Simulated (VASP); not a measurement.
# Ir (Fm-3m) in VASP: a series of runs, part 2 of 2

VASP 6.6.1. Earlier steps stand in the parts before.

### 3 Electric field gradients, PBE (volume scaled by 1.01)

The input, INCAR:

```
  ALGO = Normal
  EDIFF = 1E-8
  ENCUT = 520
  GGA = PE
  ISIF = 2
  ISMEAR = -1
  LASPH = True
  LCHARG = False
  LEFG = True
  LREAL = False
  LWAVE = False
  NBANDS = 10
  NELM = 100
  PREC = Accurate
  SIGMA = 0.05
```

The input, KPOINTS:

```
k-points
0
Gamma
  15 15 15
```

The input, POSCAR:

```
Ir
1.0
    0.0000000000      1.9260777877      1.9260777877
    1.9260777877      0.0000000000      1.9260777877
    1.9260777877      1.9260777877      0.0000000000
Ir
1
Direct
    0.0000000000      0.0000000000      0.0000000000
```

Potentials or basis: VASP PAW PBE potentials, release 64 (Ir).

On the command line:

```
> cat potpaw_PBE.64/Ir/POTCAR > POTCAR
> mpirun -np 1 vasp_std > vasp.out
```

OUTCAR:

```text
EDIFF = 1E-8
   ENCUT = 520
   GGA = PE
   ISIF = 2
   ISMEAR = -1
   LASPH = True
   LREAL = False
   NELM = 100
   PREC = Accurate

 ion  position               nearest neighbor table
   1  0.000  0.000  0.000-

  LATTYP: Found a face centered cubic cell.
 ALAT       =     3.8521555754

  Lattice vectors:

 A1 = (   0.0000000000,   1.9260777877,   1.9260777877)
 A2 = (   1.9260777877,   0.0000000000,   1.9260777877)
[... 517 lines left out ...]
    total drift:                               -0.000000     -0.000000     -0.000000

  FREE ENERGIE OF THE ION-ELECTRON SYSTEM (eV)
  ---------------------------------------------------
  free  energy   TOTEN  =        -8.8553940911 eV

  energy  without entropy=       -8.8472801586  energy(sigma->0) =       -8.85133712

 Electric field gradients (V/A^2)
---------------------------------------------------------------------
 ion       V_xx      V_yy      V_zz      V_xy      V_xz      V_yz
---------------------------------------------------------------------
   1       0.000     0.000     0.000     0.000     0.000     0.000
---------------------------------------------------------------------

 Electric field gradients after diagonalization (V/A^2)
 (convention: |V_zz| > |V_xx| > |V_yy|)
----------------------------------------------------------------------
 ion       V_xx      V_yy      V_zz     asymmetry (V_yy - V_xx)/ V_zz
----------------------------------------------------------------------
   1      -0.000    -0.000     0.000       0.000
----------------------------------------------------------------------

           NMR quadrupolar parameters

 Cq : quadrupolar parameter    Cq=e*Q*V_zz/h
 eta: asymmetry parameters     (V_yy - V_xx)/ V_zz
 Q  : nuclear electric quadrupole moment in mb (millibarn)
----------------------------------------------------------------------
 ion       Cq(MHz)       eta       Q (mb)
----------------------------------------------------------------------
   1       0.000       0.000       1.000
----------------------------------------------------------------------
```

stdout:

```text
POSCAR found type information on POSCAR Ir
 POSCAR found :  1 types and       1 ions
 scaLAPACK will be used
 LDA part: xc-table for (Slater+PW92), standard interpolation
 POSCAR, INCAR and KPOINTS ok, starting setup
 FFT: planning ... GRIDC
 FFT: planning ... GRID_SOFT
 FFT: planning ... GRID
 WAVECAR not read
 entering main loop
ion   1
```

It took 13 s on 1 thread of AMD EPYC 7R13 (Zen 3), shared host; peak memory 0.1 GiB.

Results:

- Free energy: -8.8554 eV
- Pressure: 5.7 GPa

Levels at points of the mesh, in eV from the Fermi level:
```tsv
k point	band 1	band 2	band 3	band 4	band 5	band 6	band 7	band 8
(0.00, 0.00, 0.00)	-11.06	-3.87	-3.87	-3.87	-1.23	-1.23	14.30	19.83
```

Caveat: without QUAD_EFG the Cq values of the log hold for a quadrupole moment of 1 mb, not for the nuclei; spin-orbit coupling is left out, which moves the levels of the heavy elements.

### 4 Electric field gradients, PBE (volume scaled by 1.02)

The input, INCAR:

```
SYSTEM = Ir
PREC = Accurate
ENCUT = 520
EDIFF = 1E-8
ISMEAR = -1
SIGMA = 0.05
LREAL = .False.
LASPH = .True.
NELM = 100
ALGO = Normal
ISIF = 2
LWAVE = .False.
LCHARG = .False.
GGA = PE
LEFG = .True.
NBANDS = 10
```

The input, KPOINTS:

```
Automatic mesh
0
Gamma
  15 15 15
  0 0 0
```

The input, POSCAR:

```
Ir
1.0
    0.0000000000      1.9324136155      1.9324136155
    1.9324136155      0.0000000000      1.9324136155
    1.9324136155      1.9324136155      0.0000000000
Ir
1
Direct
    0.0000000000      0.0000000000      0.0000000000
```

Potentials or basis: VASP PAW PBE potentials, release 64 (Ir).

On the command line:

```
> cat potpaw_PBE.64/Ir/POTCAR > POTCAR
> mpirun -np 1 vasp_std > vasp.out
```

OUTCAR:

```text
SYSTEM = Ir
   PREC = Accurate
   ENCUT = 520
   EDIFF = 1E-8
   ISMEAR = -1
   LREAL = .False.
   LASPH = .True.
   NELM = 100
   ISIF = 2
   GGA = PE

 ion  position               nearest neighbor table
   1  0.000  0.000  0.000-

  LATTYP: Found a face centered cubic cell.
 ALAT       =     3.8648272310

  Lattice vectors:

 A1 = (   0.0000000000,   1.9324136155,   1.9324136155)
 A2 = (   1.9324136155,   0.0000000000,   1.9324136155)
 A3 = (   1.9324136155,   1.9324136155,   0.0000000000)

Analysis of symmetry for initial positions (statically):
=====================================================================
 Subroutine PRICEL returns:
 Original cell was already a primitive cell.

 Routine SETGRP: Setting up the symmetry group for a
 face centered cubic supercell.

[... 492 lines left out ...]
  external PRESSURE =      20.1831619 kB  Pullay stress =       0.0000000 kB

 VOLUME and BASIS-vectors are now :
 -----------------------------------------------------------------------------
  energy-cutoff  :      520.00
  volume of cell :       14.43
      direct lattice vectors                 reciprocal lattice vectors
     0.000000000  1.932413616  1.932413616    -0.258743778  0.258743778  0.258743778
     1.932413616  0.000000000  1.932413616     0.258743778 -0.258743778  0.258743778
     1.932413616  1.932413616  0.000000000     0.258743778  0.258743778 -0.258743778

 POSITION                                       TOTAL-FORCE (eV/Angst)
 -----------------------------------------------------------------------------------
      0.00000      0.00000      0.00000         0.000000      0.000000      0.000000
 -----------------------------------------------------------------------------------
    total drift:                               -0.000000     -0.000000     -0.000000

  FREE ENERGIE OF THE ION-ELECTRON SYSTEM (eV)
  ---------------------------------------------------
  free  energy   TOTEN  =        -8.8588371758 eV

  energy  without entropy=       -8.8506131793  energy(sigma->0) =       -8.85472518

 Electric field gradients (V/A^2)
---------------------------------------------------------------------
 ion       V_xx      V_yy      V_zz      V_xy      V_xz      V_yz
---------------------------------------------------------------------
   1       0.000     0.000    -0.000     0.000     0.000     0.000
---------------------------------------------------------------------

 Electric field gradients after diagonalization (V/A^2)
 (convention: |V_zz| > |V_xx| > |V_yy|)
----------------------------------------------------------------------
 ion       V_xx      V_yy      V_zz     asymmetry (V_yy - V_xx)/ V_zz
----------------------------------------------------------------------
   1      -0.000    -0.000     0.000       0.000
----------------------------------------------------------------------

           NMR quadrupolar parameters

 Cq : quadrupolar parameter    Cq=e*Q*V_zz/h
 eta: asymmetry parameters     (V_yy - V_xx)/ V_zz
 Q  : nuclear electric quadrupole moment in mb (millibarn)
----------------------------------------------------------------------
 ion       Cq(MHz)       eta       Q (mb)
----------------------------------------------------------------------
   1       0.000       0.000       1.000
----------------------------------------------------------------------
```

OSZICAR:

```text
N       E                     dE             d eps       ncg     rms          rms(c)
DAV:   1     0.473183218265E+02    0.47318E+02   -0.43497E+03  2424   0.818E+02
DAV:   2    -0.850044301205E+01   -0.55819E+02   -0.53006E+02  2464   0.196E+02
DAV:   3    -0.941482700500E+01   -0.91438E+00   -0.91188E+00  2806   0.302E+01
DAV:   4    -0.942382003814E+01   -0.89930E-02   -0.89914E-02  2712   0.276E+00
DAV:   5    -0.942399848429E+01   -0.17845E-03   -0.17844E-03  2744   0.377E-01    0.144E+01
DAV:   6    -0.894958234007E+01    0.47442E+00   -0.85113E-01  2688   0.113E+01    0.583E+00
DAV:   7    -0.886484736453E+01    0.84735E-01   -0.26676E-01  2842   0.581E+00    0.146E+00
DAV:   8    -0.886232861536E+01    0.25187E-02   -0.20567E-03  2586   0.469E-01    0.110E+00
DAV:   9    -0.885883103698E+01    0.34976E-02   -0.21861E-03  2680   0.649E-01    0.156E-02
DAV:  10    -0.885883580980E+01   -0.47728E-05   -0.12663E-05  3326   0.336E-02    0.264E-02
DAV:  11    -0.885883716850E+01   -0.13587E-05   -0.10759E-06  2624   0.118E-02    0.123E-03
DAV:  12    -0.885883714428E+01    0.24220E-07   -0.13925E-08  2720   0.108E-03    0.115E-03
DAV:  13    -0.885883717151E+01   -0.27231E-07   -0.31490E-09  1384   0.346E-04    0.413E-05
DAV:  14    -0.885883717577E+01   -0.42561E-08   -0.10356E-10  1280   0.125E-04
   1 F= -.88588372E+01 E0= -.88547252E+01  d E =-.822400E-02
```

Wall time 12 s (1 thread of AMD EPYC 7R13 (Zen 3), shared host); peak memory 0.11 GiB.

What came out:

- Free energy: -8.8588 eV
- Pressure: 2.0 GPa

Caveat: without QUAD_EFG the Cq values of the log hold for a quadrupole moment of 1 mb, not for the nuclei; spin-orbit coupling is left out, which moves the levels of the heavy elements.
